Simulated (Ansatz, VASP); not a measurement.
# One calculation of Si, two programs

```
CELL_PARAMETERS angstrom
3.80169 0.00000 0.00000
-1.90084 3.29236 0.00000
0.00000 0.00000 6.28869
ATOMIC_POSITIONS crystal
Si 0.33333 0.66667 0.03918
Si 0.66667 0.33333 0.53918
Si 0.33333 0.66667 0.46082
Si 0.66667 0.33333 0.96082
```

Alike in both runs: task single point; functional LDA; k mesh 12 × 12 × 6; occupations gaussian, width 0.03 eV; no spin polarisation.

|  | VASP | Ansatz |
| --- | --- | --- |
| version | VASP 6.6.1 | Ansatz 0.2.0 |
| potentials or method | VASP PAW LDA potentials, release 64 (Si), cutoff 520 eV | scalar-relativistic, plane waves, PAW |
| valence electrons in the cell | 16 | 16 |

|  | VASP | Ansatz | Ansatz less VASP |
| --- | --- | --- | --- |
| gap on the k mesh at the Fermi level (eV) | none | none | - |
| pressure (GPa) | 2.4 | 2.4 | -0.05 |
| traceless stress, the component that is largest in VASP (GPa) | -9.57 | -9.53 | +0.037 |
| rms of the force components (eV/Å) | 1.223 | 1.221 | -0.0013 |

Ansatz warns that its potentials were made for another functional, while VASP's fit it. LDA's correlation is that of Perdew and Zunger in VASP and of Perdew and Wang (1992) in Ansatz. Atom by atom the forces differ by 0.001 eV/Å (rms over components). A gap of «none» marks a metal or a gap that the smearing closes.
